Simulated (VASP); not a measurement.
Here is a VASP 6.6.1 calculation.

File INCAR:

```
ALGO = Normal
EDIFF = 1E-6
ENCUT = 500
GGA = PS
GGA_COMPAT = F
ISIF = 2
ISMEAR = 0
LASPH = T
LCHARG = F
LREAL = F
LWAVE = F
NBANDS = 12
NELM = 120
PREC = Accurate
SIGMA = 0.1
```

The input KPOINTS:

```
k-points
0
Gamma
  8 8 8
```

The input POSCAR:

```
V
1.0
   -1.4757508025      1.4757508025      1.4757508025
    1.4757508025     -1.4757508025      1.4757508025
    1.4757508025      1.4757508025     -1.4757508025
V
1
Direct
    0.0000000000      0.0000000000      0.0000000000
```

Potentials or basis: VASP PAW PBE potentials, release 64 (V_sv).

Command:

```console
$ cat potpaw_PBE.64/V_sv/POTCAR > POTCAR
$ mpirun -np 1 vasp_std > vasp.out
```

**Question.** What does it give for the pressure?

**Answer.** 0.1 GPa.

Caveat: the k points lie up to 0.38 Å⁻¹ apart; the PAW data sets were made with another functional, which shifts forces and pressure a little.
